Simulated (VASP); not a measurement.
A run of VASP 6.6.1:

File INCAR:

```
SYSTEM = TiO2
ALGO = Normal
EDIFF = 1E-6
ENCUT = 600
GGA = PE
GGA_COMPAT = .FALSE.
ISIF = 2
ISMEAR = -1
LASPH = .TRUE.
LCHARG = .FALSE.
LREAL = .FALSE.
LWAVE = .FALSE.
NBANDS = 33
NELM = 120
PREC = Accurate
SIGMA = 0.01
```

KPOINTS

```
Automatic mesh
0
Gamma
  2 2 1
  0.25 0.25 0.25
```

The input POSCAR:

```
TiO2
1.0
    0.0000000000     -3.7985033750      0.0000000000
    3.7985033750      0.0000000000      0.0000000000
   -1.8992516900      1.8992516900      4.8515712600
Ti O
2 4
Direct
    0.7575655048      0.2424344952      0.5000000000
    0.9924344952      0.0075655048      0.0000000000
    0.9490643945      0.4564927370      0.9125255514
    0.2064927370      0.1990643945      0.4125255514
    0.5435072630      0.0509356055      0.0874744486
    0.8009356055      0.7935072630      0.5874744486
```

Potentials or basis: VASP PAW PBE potentials, release 64 (Ti_sv, O).

The run is started by

```console
$ cat potpaw_PBE.64/Ti_sv/POTCAR potpaw_PBE.64/O/POTCAR > POTCAR
$ mpirun -np 1 vasp_std > vasp.out
```

Hardware: 1 thread of AMD EPYC 9R45 96-Core Processor (Zen 5) (shared host).

Problem. Estimate the wall time of this run.

Solution. Run time: 10 s on 1 thread of AMD EPYC 9R45 96-Core Processor (Zen 5) (shared host), peak memory 0.16 GiB. Counts: scf iterations 16, k points 3.
